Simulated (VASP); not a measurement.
# H (Cmce) in VASP: notebook

The runs below take H through single point, with PBE, LDA, PBEsol, r2SCAN.

All numbers are computed with VASP 6.6.1; they aren't measurements. Logs are shortened: lines on timing, memory, paths and dates and some standing lists are left out, and cuts for length are marked.

## 1. The cell of the first run

The structure is orthorhombic, space group Cmce (No. 64). The conventional cell has a = 5.247 Å, b = 5.134 Å, c = 4.142 Å, α = 90.00°, β = 90.00°, γ = 90.00°. H (site symmetry m) has 1 H at 0.74 Å within 1.0 Å.

## 2. Single point, PBE

Input file INCAR:

```
  PREC = Accurate
  ENCUT = 520
  EDIFF = 1E-6
  ISMEAR = 0
  SIGMA = 0.02
  LREAL = F
  LASPH = T
  NELM = 80
  ALGO = Normal
  ISIF = 2
  LWAVE = F
  LCHARG = T
  GGA = PE
  LELF = T
  LVHAR = T
  NBANDS = 10
```

Input file KPOINTS:

```
regular mesh
0
Gamma
  6 6 6
```

Input file POSCAR:

```
H
1.0
    2.6234813799     -2.5669048168      0.0000000000
    2.6234813799      2.5669048168      0.0000000000
    0.0000000000      0.0000000000      4.1418180000
H
4
Direct
    0.9532956300      0.0467043700      0.0685088900
    0.4532956300      0.5467043700      0.4314911100
    0.5467043700      0.4532956300      0.5685088900
    0.0467043700      0.9532956300      0.9314911100
```

Potentials or basis: VASP PAW PBE potentials, release 64 (H).

The run is started by

```bash
> cat potpaw_PBE.64/H/POTCAR > POTCAR
> mpirun -np 1 vasp_std > vasp.out
```

OUTCAR:

```text
PREC = Accurate
   ENCUT = 520
   EDIFF = 1E-6
   ISMEAR = 0
   LREAL = F
   LASPH = T
   NELM = 80
   ISIF = 2
   GGA = PE

 ion  position               nearest neighbor table
   1  0.953  0.047  0.069-   4 0.74
   2  0.453  0.547  0.431-   3 0.74
   3  0.547  0.453  0.569-   2 0.74
   4  0.047  0.953  0.931-   1 0.74

  LATTYP: Found a base centered orthorhombic cell.
 ALAT       =     5.1338096336
 B/A-ratio  =     1.0220407717
 C/A-ratio  =     0.8067728053

  Lattice vectors:

 A1 = (  -2.6234813799,  -2.5669048168,   0.0000000000)
 A2 = (   2.6234813799,  -2.5669048168,   0.0000000000)
 A3 = (   0.0000000000,   0.0000000000,   4.1418180000)

Analysis of symmetry for initial positions (statically):
=====================================================================
 Subroutine PRICEL returns:
 Original cell was already a primitive cell.

 Routine SETGRP: Setting up the symmetry group for a
 base centered orthorhombic supercell.

 Subroutine GETGRP returns: Found  8 space group operations
 (whereof  4 operations were pure point group operations)
 out of a pool of  8 trial point group operations.

The static configuration has the point symmetry C_2h.
 The point group associated with its full space group is D_2h.

Analysis of symmetry for dynamics (positions and initial velocities):
=====================================================================
 Subroutine PRICEL returns:
 Original cell was already a primitive cell.

 Routine SETGRP: Setting up the symmetry group for a
 base centered orthorhombic supercell.

 Subroutine GETGRP returns: Found  8 space group operations
 (whereof  4 operations were pure point group operations)
 out of a pool of  8 trial point group operations.

The dynamic configuration has the point symmetry C_2h.
 The point group associated with its full space group is D_2h.

 Subroutine INISYM returns: Found  8 space group operations
 (whereof  4 operations are pure point group operations),
 and found     1 'primitive' translations

----------------------------------------------------------------------------------------

                                     Primitive cell

  volume of cell :      55.7839

  direct lattice vectors                    reciprocal lattice vectors
     2.623481380 -2.566904817  0.000000000     0.190586449 -0.194787121  0.000000000
     2.623481380  2.566904817  0.000000000     0.190586449  0.194787121  0.000000000
     0.000000000  0.000000000  4.141818000     0.000000000  0.000000000  0.241439870

  length of vectors
     3.670375306  3.670375306  4.141818000     0.272516453  0.272516453  0.241439870

  position of ions in fractional coordinates (direct lattice)
     0.953295630  0.046704370  0.068508890
     0.453295630  0.546704370  0.431491110
     0.546704370  0.453295630  0.568508890
     0.046704370  0.953295630  0.931491110

  ion indices of the primitive-cell ions
   primitive index   ion index
                 1           1
                 2           2
                 3           3
                 4           4

----------------------------------------------------------------------------------------

 KPOINTS: regular mesh

Automatic generation of k-mesh.
 Grid dimensions read from file:
 generate k-points for:    6    6    6

 Generating k-lattice:

  Cartesian coordinates                     Fractional coordinates (reciprocal lattice)
     0.031764408 -0.032464520  0.000000000     0.166666667  0.000000000  0.000000000
     0.031764408  0.032464520  0.000000000     0.000000000  0.166666667  0.000000000
     0.000000000  0.000000000  0.040239978     0.000000000  0.000000000  0.166666667

  Length of vectors
     0.045419409  0.045419409  0.040239978

  Shift w.r.t. Gamma in fractional coordinates (k-lattice)
     0.000000000  0.000000000  0.000000000

 Subroutine IBZKPT returns following result:
 ===========================================

 Found     52 irreducible k-points:

 Following reciprocal coordinates:
            Coordinates               Weight
  0.000000  0.000000  0.000000      1.000000
  0.166667  0.000000  0.000000      4.000000
  0.333333 -0.000000  0.000000      4.000000
  0.500000 -0.000000  0.000000      2.000000
  0.166667  0.166667  0.000000      2.000000
  0.333333  0.166667  0.000000      4.000000
[... 16 lines left out ...]
  0.333333  0.333333  0.166667      4.000000
  0.500000  0.333333  0.166667      8.000000
 [... further k-points ...]
   k-points           NKPTS =     52   k-points in BZ     NKDIM =     52   number of bands    NBANDS=     10
   number of dos      NEDOS =    301   number of ions     NIONS =      4
   total plane-waves  NPLWV =  25088
   dimension x,y,z NGX =    28 NGY =   28 NGZ =   32
   dimension x,y,z NGXF=    56 NGYF=   56 NGZF=   64
   ions per type =               4
   NGX,Y,Z   is equivalent  to a cutoff of  12.68, 12.68, 12.84 a.u.
   NGXF,Y,Z  is equivalent  to a cutoff of  25.36, 25.36, 25.69 a.u.
 SYSTEM =  unknown system
   PREC   = accura    normal or accurate (medium, high low for compatibility)
   ISTART =      0    job   : 0-new  1-cont  2-samecut
   ICHARG =      2    charge: 1-file 2-atom 10-const
   ISPIN  =      1    spin polarized calculation?
   LNONCOLLINEAR =      F non collinear calculations
   LSORBIT =      F    spin-orbit coupling
   LASPH  =      T    aspherical Exc in radial PAW
   ENCUT  =  520.0 eV  38.22 Ry    6.18 a.u.   6.82  6.82  7.70*2*pi/ulx,y,z
   NELM   =     80;   NELMIN=  2; NELMDL= -5     # of ELM steps
   EDIFF  = 0.1E-05   stopping-criterion for ELM
   LREAL  =      F    real-space projection
   EDIFFG = 0.1E-04   stopping-criterion for IOM
   NSW    =      0    number of steps for IOM
   IBRION =     -1    ionic relax: 0-MD 1-quasi-New 2-CG
   NFREE  =      0    steps in history (QN), initial steepest desc. (CG)
   ISIF   =      2    stress and relaxation
   ISYM   =      2    0-nonsym 1-usesym 2-fastsym
   POTIM  = 0.5000    time-step for ionic-motion
   TEBEG  =    0.0;   TEEND  =   0.0 temperature during run
   PSTRESS=    0.0 pullay stress
   NELECT =       4.0000    total number of electrons
   NUPDOWN=      -1.0000    fix difference up-down
   EMIN   =  10.00;   EMAX   =-10.00  energy-range for DOS
   EFERMI =   0.00;   METHOD = LEGACY
   ISMEAR =     0;   SIGMA  =   0.02  broadening in eV -4-tet -1-fermi 0-gaus
   EFERMI_NEDOS =   21; number of points for ismear=-14 and -15
   IALGO  =     38    algorithm
   IMIX   =      4    mixing-type and parameters
     AMIX     =   0.40;   BMIX     =  1.00
     AMIX_MAG =   1.60;   BMIX_MAG =  1.00
  volume/ion in A,a.u.               =      13.95        94.11
  Fermi-wavevector in a.u.,A,eV,Ry     =   0.680130  1.285259  6.293739  0.462577
  Thomas-Fermi vector in A             =   1.758530
   LORBIT       =      0    0 simple, 1 ext, 2 COOP (PROOUT), +10 PAW based schemes
   GGA     = PE    functional components
   LHFCALC =     F    Hartree Fock is set to
   AEXX    =    0.0000 exact exchange contribution
   IVDW    =     0    specifies the selected vdW correction
   LEPSILON=     F    determine dielectric tensor
   LRPA    =     F    only Hartree local field effects (RPA)
 non-spin polarized calculation
 Gauss-broadening in eV      SIGMA  =   0.02
  energy-cutoff  :      520.00
  volume of cell :       55.78
 maximum number of plane-waves:      1516
   NGX = 13   NGY = 13   NGZ = 15

 number of electron       4.0000002 magnetization

 Free energy of the ion-electron system (eV)
  ---------------------------------------------------
  ext. energy  EPLUGINS =         0.00000000
  ---------------------------------------------------
  free energy    TOTEN  =       -13.57747599 eV

  energy without entropy =      -13.57747599  energy(sigma->0) =      -13.57747599

 E-fermi :  -8.4654     XC(G=0):  -4.9256

 val. band max:       -8.5763532054   @ k =   0.0000   0.0000   0.0000
 cond. band min:       0.6914302760   @ k =   0.5000  -0.0000   0.5000
 fundamental gap:      9.2677834814
 Fermi energy:        -8.4654039959

 k-point     1 :       0.0000    0.0000    0.0000
  band No.  band energies     occupation
      1     -10.3594      2.00000
      2      -8.5764      2.00000
      3       2.8249      0.00000
      4       4.0867      0.00000
      5       4.5827      0.00000
      6       6.7008      0.00000
      7       6.9799      0.00000
      8       8.4566      0.00000
      9      10.4916      0.00000
     10      11.2857      0.00000

 k-point     2 :       0.1667    0.0000    0.0000
  band No.  band energies     occupation
      1     -10.2146      2.00000
      2      -8.6482      2.00000
      3       2.9265      0.00000
      4       3.7665      0.00000
      5       3.8806      0.00000
      6       6.0445      0.00000
      7       7.6356      0.00000
      8       9.4684      0.00000
      9      10.9817      0.00000
     10      11.1809      0.00000

 k-point     3 :       0.3333   -0.0000    0.0000
  band No.  band energies     occupation
      1      -9.8255      2.00000
      2      -8.8941      2.00000
      3       2.6086      0.00000
      4       2.6168      0.00000
      5       4.2386      0.00000
      6       6.1646      0.00000
      7       8.2558      0.00000
      8       8.7304      0.00000
      9      10.1833      0.00000
     10      12.0974      0.00000

 k-point     4 :       0.5000   -0.0000    0.0000
  band No.  band energies     occupation
      1      -9.3248      2.00000
      2      -9.3248      2.00000
      3       2.2565      0.00000
      4       2.2565      0.00000
      5       5.3399      0.00000
      6       5.3399      0.00000
      7       8.7461      0.00000
      8       8.7461      0.00000
      9      10.1585      0.00000
     10      10.1585      0.00000
[... 222 lines left out ...]
 k-point    22 :      -0.1667    0.1667    0.1667
  band No.  band energies     occupation
      1      -9.9622      2.00000
      2      -8.7931      2.00000
      3       2.1818      0.00000
      4       2.8227      0.00000
      5       4.5700      0.00000
      6       5.7869      0.00000
      7       8.6241      0.00000
      8      10.1842      0.00000
      9      10.6529      0.00000
     10      11.3668      0.00000

 k-point    23 :       0.3333    0.3333    0.1667
  band No.  band energies     occupation
      1      -9.4374      2.00000
      2      -8.8992      2.00000
      3       1.6633      0.00000
      4       2.4727      0.00000
      5       3.3784      0.00000
      6       6.6098      0.00000
      7       6.9219      0.00000
      8       8.6357      0.00000
      9      10.2608      0.00000
     10      10.3493      0.00000

 k-point    24 :       0.5000    0.3333    0.1667
  band No.  band energies     occupation
      1      -9.1766      2.00000
      2      -9.0496      2.00000
      3       1.3661      0.00000
      4       2.2549      0.00000
      5       4.0754      0.00000
      6       5.4189      0.00000
      7       7.5335      0.00000
      8       8.8509      0.00000
      9       9.2472      0.00000
     10       9.6104      0.00000

 [... further k-points ...]
[... 5 lines left out ...]
  --------------------------------------------------------------------------------------
  -------------------------------------------------------------------------------------
  Total       -0.0154076      0.1237889      0.2055876      0.0000000     -0.0000000      0.0000000
  in kB       -0.4425233      3.5553592      5.9047126      0.0000000     -0.0000000      0.0000000
  external PRESSURE =       3.0058495 kB  Pullay stress =       0.0000000 kB

 VOLUME and BASIS-vectors are now :
 -----------------------------------------------------------------------------
  energy-cutoff  :      520.00
  volume of cell :       55.78
      direct lattice vectors                 reciprocal lattice vectors
     2.623481380 -2.566904817  0.000000000     0.190586449 -0.194787121  0.000000000
     2.623481380  2.566904817  0.000000000     0.190586449  0.194787121  0.000000000
     0.000000000  0.000000000  4.141818000     0.000000000  0.000000000  0.241439870

 POSITION                                       TOTAL-FORCE (eV/Angst)
 -----------------------------------------------------------------------------------
      2.62348     -2.32713      0.28375         0.000000      0.166237      0.197133
      2.62348      0.23977      1.78716         0.000000      0.166237     -0.197133
      2.62348     -0.23977      2.35466         0.000000     -0.166237      0.197133
      2.62348      2.32713      3.85807         0.000000     -0.166237     -0.197133
 -----------------------------------------------------------------------------------
    total drift:                                0.000000     -0.000000      0.000000

  FREE ENERGIE OF THE ION-ELECTRON SYSTEM (eV)
  ---------------------------------------------------
  free  energy   TOTEN  =       -13.5774759920 eV

  energy  without entropy=      -13.5774759920  energy(sigma->0) =      -13.57747599
```

Run time: 44 s. Hardware: 1 thread of AMD EPYC 7R43 (Zen 3), shared host; peak memory 0.12 GiB.

Results:

```
Free energy            : -13.5775 eV
Pressure               : 0.3 GPa
Largest force          : 0.258 eV/Å
Band gap on the k mesh : 9.27 eV, indirect (least direct gap 9.88 eV)
```

Forces on the atoms (eV/Å):
```
H    0.000  0.166  0.197
H    0.000  0.166 -0.197
H    0.000 -0.166  0.197
H    0.000 -0.166 -0.197
```

A k mesh can miss the band edges. PBE gaps usually lie below the measured ones, often by a third to a half.

(Part 1 of 2 ends here.)
